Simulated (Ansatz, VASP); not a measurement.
## AlB2N3 in VASP and in Ansatz

```
CELL_PARAMETERS angstrom
2.76812 0.00000 0.00000
-1.38406 2.39726 0.00000
0.00000 0.00000 24.26781
ATOMIC_POSITIONS crystal
Al 0.00000 0.00000 0.25000
Al 0.00000 0.00000 0.75000
B 0.00000 0.00000 0.91773
B 0.00000 0.00000 0.58227
B 0.00000 0.00000 0.08227
B 0.00000 0.00000 0.41773
N 0.66667 0.33333 0.75000
N 0.66667 0.33333 0.08226
N 0.66667 0.33333 0.41774
N 0.33333 0.66667 0.91774
N 0.33333 0.66667 0.25000
N 0.33333 0.66667 0.58226
```

Alike in both runs: functional PBE; k mesh 6 × 6 × 1; occupations gaussian, width 0.1 eV; no spin polarisation.

Ansatz relaxed the structure, and its values are those at the end. VASP's run is a single point on that final structure, the one shown.

|  | VASP | Ansatz |
| --- | --- | --- |
| version | VASP 6.6.1 | Ansatz 0.2.0 |
| potentials or method | VASP PAW PBE potentials, release 64 (Al, B, N), cutoff 520 eV | scalar-relativistic, plane waves, PAW |
| valence electrons in the cell | 48 | 48 |

```csv
,VASP,Ansatz,Ansatz less VASP
gap on the k mesh at the Fermi level (eV),2.85,2.86,+0.005
least direct gap on the mesh (eV),2.85,2.86,+0.005
pressure (GPa),0.4,0.1,-0.33
```

The functional is the same, so the differences come from potentials, cutoffs and numerics.

The k mesh is coarse, so the values compare programs but aren't converged.
